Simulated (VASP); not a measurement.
# Nb (P6_3/mmc) in VASP: further runs

The runs below take Nb through relaxation of shape and atoms at fixed volume, single point, with LDA.

All numbers are computed with VASP 6.6.1; they aren't measurements. Logs are shortened: lines on timing, memory, paths and dates and some standing lists are left out, and cuts for length are marked.

## 1. The cell of the first run

The structure is hexagonal, space group P6_3/mmc (No. 194). Conventional cell: a = 2.554 Å, b = 2.554 Å, c = 4.684 Å, α = 90.00°, β = 90.00°, γ = 120.00°. Nb (site symmetry -6m2) has 12 Nb at 2.55 to 2.77 Å within 3.4 Å.

## 2. Relaxation of shape and atoms at fixed volume, LDA

File INCAR:

```
PREC = Accurate
ENCUT = 600
EDIFF = 1E-6
ISMEAR = -1
SIGMA = 0.05
LREAL = False
LASPH = True
NELM = 60
ALGO = Normal
ISIF = 4
LWAVE = False
LCHARG = False
GGA = CA
IBRION = 2
NSW = 50
EDIFFG = -0.005
```

File KPOINTS:

```
Automatic mesh
0
Gamma
  15 15 8
```

File POSCAR:

```
Nb
1.0
    2.5538079813      0.0000000000      0.0000000000
   -1.2769039907      2.2116625882      0.0000000000
    0.0000000000      0.0000000000      4.6841071637
Nb
2
Direct
    0.3333333333      0.6666666667      0.2500000000
    0.6666666667      0.3333333333      0.7500000000
```

Potentials or basis: VASP PAW LDA potentials, release 64 (Nb_sv).

Run with:

```bash
$ cat potpaw_LDA.64/Nb_sv/POTCAR > POTCAR
$ mpirun -np 1 vasp_std > vasp.out
```

OUTCAR:

```text
PREC = Accurate
   ENCUT = 600
   EDIFF = 1E-6
   ISMEAR = -1
   LREAL = False
   LASPH = True
   NELM = 60
   ISIF = 4
   GGA = CA
   IBRION = 2
   NSW = 50
   EDIFFG = -0.005

 ion  position               nearest neighbor table
   1  0.333  0.667  0.250-   2 2.77   2 2.77   2 2.77   2 2.77   2 2.77   2 2.77
   2  0.667  0.333  0.750-   1 2.77   1 2.77   1 2.77   1 2.77   1 2.77   1 2.77

  LATTYP: Found a hexagonal cell.
 ALAT       =     2.5538079813
 C/A-ratio  =     1.8341657627

  Lattice vectors:

 A1 = (   2.5538079813,   0.0000000000,   0.0000000000)
 A2 = (  -1.2769039907,   2.2116625882,   0.0000000000)
 A3 = (   0.0000000000,   0.0000000000,   4.6841071637)

Analysis of symmetry for initial positions (statically):
=====================================================================
 Subroutine PRICEL returns:
 Original cell was already a primitive cell.

 Routine SETGRP: Setting up the symmetry group for a
 hexagonal supercell.

 Subroutine GETGRP returns: Found 24 space group operations
 (whereof 12 operations were pure point group operations)
 out of a pool of 24 trial point group operations.

The static configuration has the point symmetry D_3d.
 The point group associated with its full space group is D_6h.

Analysis of symmetry for dynamics (positions and initial velocities):
=====================================================================
 Subroutine PRICEL returns:
 Original cell was already a primitive cell.

 Routine SETGRP: Setting up the symmetry group for a
 hexagonal supercell.

 Subroutine GETGRP returns: Found 24 space group operations
 (whereof 12 operations were pure point group operations)
 out of a pool of 24 trial point group operations.

The dynamic configuration has the point symmetry D_3d.
 The point group associated with its full space group is D_6h.

 Subroutine INISYM returns: Found 24 space group operations
 (whereof 12 operations are pure point group operations),
 and found     1 'primitive' translations

----------------------------------------------------------------------------------------

                                     Primitive cell

  volume of cell :      26.4566

  direct lattice vectors                    reciprocal lattice vectors
     2.553807981  0.000000000  0.000000000     0.391572118  0.226074268  0.000000000
    -1.276903991  2.211662588  0.000000000     0.000000000  0.452148535  0.000000000
     0.000000000  0.000000000  4.684107164     0.000000000  0.000000000  0.213487857

  length of vectors
     2.553807981  2.553807981  4.684107164     0.452148535  0.452148535  0.213487857

  position of ions in fractional coordinates (direct lattice)
     0.333333333  0.666666667  0.250000000
     0.666666667  0.333333333  0.750000000

  ion indices of the primitive-cell ions
   primitive index   ion index
                 1           1
                 2           2

----------------------------------------------------------------------------------------

 KPOINTS: Automatic mesh

Automatic generation of k-mesh.
 Grid dimensions read from file:
 generate k-points for:   15   15    8

 Generating k-lattice:

  Cartesian coordinates                     Fractional coordinates (reciprocal lattice)
     0.026104808  0.015071618  0.000000000     0.066666667  0.000000000  0.000000000
     0.000000000  0.030143236  0.000000000     0.000000000  0.066666667  0.000000000
     0.000000000  0.000000000  0.026685982     0.000000000  0.000000000  0.125000000

  Length of vectors
     0.030143236  0.030143236  0.026685982

  Shift w.r.t. Gamma in fractional coordinates (k-lattice)
     0.000000000  0.000000000  0.000000000

 Subroutine IBZKPT returns following result:
 ===========================================

 Found    135 irreducible k-points:

 Following reciprocal coordinates:
            Coordinates               Weight
  0.000000  0.000000  0.000000      1.000000
  0.066667  0.000000  0.000000      6.000000
  0.133333  0.000000  0.000000      6.000000
  0.200000 -0.000000  0.000000      6.000000
  0.266667  0.000000  0.000000      6.000000
  0.333333 -0.000000  0.000000      6.000000
[... 16 lines left out ...]
  0.333333  0.200000  0.000000     12.000000
  0.400000  0.200000  0.000000      6.000000
 [... further k-points ...]
   k-points           NKPTS =    135   k-points in BZ     NKDIM =    135   number of bands    NBANDS=     17
   number of dos      NEDOS =    301   number of ions     NIONS =      2
   total plane-waves  NPLWV =  16000
   dimension x,y,z NGX =    20 NGY =   20 NGZ =   40
   dimension x,y,z NGXF=    40 NGYF=   40 NGZF=   80
   ions per type =               2
   NGX,Y,Z   is equivalent  to a cutoff of  13.02, 13.02, 14.20 a.u.
   NGXF,Y,Z  is equivalent  to a cutoff of  26.04, 26.04, 28.39 a.u.
 SYSTEM =  unknown system
   PREC   = accura    normal or accurate (medium, high low for compatibility)
   ISTART =      0    job   : 0-new  1-cont  2-samecut
   ICHARG =      2    charge: 1-file 2-atom 10-const
   ISPIN  =      1    spin polarized calculation?
   LNONCOLLINEAR =      F non collinear calculations
   LSORBIT =      F    spin-orbit coupling
   LASPH  =      T    aspherical Exc in radial PAW
   ENCUT  =  600.0 eV  44.10 Ry    6.64 a.u.   5.10  5.10  9.36*2*pi/ulx,y,z
   NELM   =     60;   NELMIN=  2; NELMDL= -5     # of ELM steps
   EDIFF  = 0.1E-05   stopping-criterion for ELM
   LREAL  =      F    real-space projection
   EDIFFG = -.5E-02   stopping-criterion for IOM
   NSW    =     50    number of steps for IOM
   IBRION =      2    ionic relax: 0-MD 1-quasi-New 2-CG
   NFREE  =      1    steps in history (QN), initial steepest desc. (CG)
   ISIF   =      4    stress and relaxation
   ISYM   =      2    0-nonsym 1-usesym 2-fastsym
   POTIM  = 0.5000    time-step for ionic-motion
   TEBEG  =    0.0;   TEEND  =   0.0 temperature during run
   PSTRESS=    0.0 pullay stress
   NELECT =      26.0000    total number of electrons
   NUPDOWN=      -1.0000    fix difference up-down
   EMIN   =  10.00;   EMAX   =-10.00  energy-range for DOS
   EFERMI =   0.00;   METHOD = LEGACY
   ISMEAR =    -1;   SIGMA  =   0.05  broadening in eV -4-tet -1-fermi 0-gaus
   EFERMI_NEDOS =   21; number of points for ismear=-14 and -15
   IALGO  =     38    algorithm
   IMIX   =      4    mixing-type and parameters
     AMIX     =   0.40;   BMIX     =  1.00
     AMIX_MAG =   1.60;   BMIX_MAG =  1.00
  volume/ion in A,a.u.               =      13.23        89.27
  Fermi-wavevector in a.u.,A,eV,Ry     =   1.627626  3.075767 36.044100  2.649167
  Thomas-Fermi vector in A             =   2.720390
   LORBIT       =      0    0 simple, 1 ext, 2 COOP (PROOUT), +10 PAW based schemes
   GGA     = CA    functional components
   LHFCALC =     F    Hartree Fock is set to
   AEXX    =    0.0000 exact exchange contribution
   IVDW    =     0    specifies the selected vdW correction
   LEPSILON=     F    determine dielectric tensor
   LRPA    =     F    only Hartree local field effects (RPA)
 conjugate gradient relaxation of ions
 non-spin polarized calculation
  energy-cutoff  :      600.00
  volume of cell :       26.46
 maximum number of plane-waves:       900
   NGX = 11   NGY = 11   NGZ = 19

--------------------------------------- Ionic step        1  -------------------------------------------

 number of electron      26.0000000 magnetization

 Free energy of the ion-electron system (eV)
  ---------------------------------------------------
  ext. energy  EPLUGINS =         0.00000000
  ---------------------------------------------------
  free energy    TOTEN  =       -19.94470049 eV

  energy without entropy =      -19.92747150  energy(sigma->0) =      -19.93608600

------------------------ aborting loop because EDIFF is reached ----------------------------------------

  FORCE on cell =-STRESS in cart. coord.  units (eV):
  Direction    XX          YY          ZZ          XY          YZ          ZX
  --------------------------------------------------------------------------------------
  -------------------------------------------------------------------------------------
  Total       15.0567917     15.0567917     13.7576036     -0.0000000     -0.0000000      0.0000000
  in kB      911.8199512    911.8199512    833.1427927     -0.0000000     -0.0000000      0.0000000
  external PRESSURE =     885.5942317 kB  Pullay stress =       0.0000000 kB
[... 57 lines left out ...]
  energy  without entropy=      -19.9400569510  energy(sigma->0) =      -19.94717692

--------------------------------------- Ionic step        3  -------------------------------------------

 number of electron      25.9999999 magnetization

 Free energy of the ion-electron system (eV)
  ---------------------------------------------------
  ext. energy  EPLUGINS =         0.00000000
  ---------------------------------------------------
  free energy    TOTEN  =       -19.95514215 eV

  energy without entropy =      -19.93986322  energy(sigma->0) =      -19.94750269

 E-fermi :  16.4480     XC(G=0): -14.3716

 val. band max:       16.4378972079   @ k =   0.2667   0.1333   0.0000
 cond. band min:      16.4588540494   @ k =   0.2000   0.0667   0.3750
 fundamental gap:      0.0209568415
 Fermi energy:        16.4479713621

 k-point     1 :       0.0000    0.0000    0.0000
  band No.  band energies     occupation
      1     -38.1846      2.00000
      2     -37.6395      2.00000
      3     -15.6656      2.00000
      4     -12.8183      2.00000
      5     -12.5331      2.00000
      6     -12.5331      2.00000
[... 9 lines left out ...]
     16      18.8731      0.00000
     17      19.5651      0.00000
[... 443 lines left out ...]
      1     -37.2274      2.00000
      2     -37.1158      2.00000
      3     -15.5073      2.00000
      4     -15.1166      2.00000
      5     -14.1560      2.00000
      6     -13.9547      2.00000
[... 9 lines left out ...]
     16      21.4643      0.00000
     17      21.4949      0.00000

 [... further k-points ...]

------------------------ aborting loop because EDIFF is reached ----------------------------------------

  FORCE on cell =-STRESS in cart. coord.  units (eV):
  Direction    XX          YY          ZZ          XY          YZ          ZX
  --------------------------------------------------------------------------------------
  -------------------------------------------------------------------------------------
  Total       14.4920130     14.4920130     14.4871970     -0.0000000     -0.0000000      0.0000000
  in kB      877.6176821    877.6176821    877.3260269     -0.0000000     -0.0000000      0.0000000
  external PRESSURE =     877.5204637 kB  Pullay stress =       0.0000000 kB
[... 17 lines left out ...]
  FREE ENERGIE OF THE ION-ELECTRON SYSTEM (eV)
  ---------------------------------------------------
  free  energy   TOTEN  =       -19.9551421492 eV

  energy  without entropy=      -19.9398632211  energy(sigma->0) =      -19.94750269

 reached required accuracy - stopping structural energy minimisation
```

It took 82 s on 1 thread of Intel Xeon Platinum 8488C (Sapphire Rapids), shared host; peak memory 0.18 GiB.

What came out:

```yaml
Free_energy: -19.9551 eV
Energy_gained_by_relaxing: 5.2 meV/atom
Ionic_steps: 3
Pressure_after_relaxing: 87.8 GPa
Band_gap_on_the_k_mesh: zero (band 13 reaches 19.16 eV, above the bottom of band 14 at 15.15 eV)
```

Step by step:
| step | energy change (eV) | largest force (eV/Å) | pressure (GPa) | volume (Å³) |
| --- | --- | --- | --- | --- |
| 1 | 0.0000 | 0.0000 | 88.56 | 26.46 |
| 2 | -0.0096 | 0.0000 | 87.47 | 26.46 |
| 3 | -0.0104 | 0.0000 | 87.75 | 26.46 |

Final structure:
```
Nb
1.0
     2.57467    0.00000    0.00000
    -1.28733    2.22973    0.00000
     0.00000    0.00000    4.60851
Nb
2
Cartesian
  0.0000 1.4865 1.1521
  1.2873 0.7432 3.4564
```

Levels at points of the mesh, in eV from the Fermi level:
```tsv
k point	band 10	band 11	band 12	band 13	band 14	band 15	band 16	band 17
(0.00, 0.00, 0.00)	-5.04	-1.71	-0.13	-0.13	0.66	0.66	2.43	3.12
(0.00, 0.00, 0.50)	-4.66	-1.46	-1.46	-0.05	-0.05	-0.05	-0.05	5.13
```

(Part 1 of 3 ends here.)
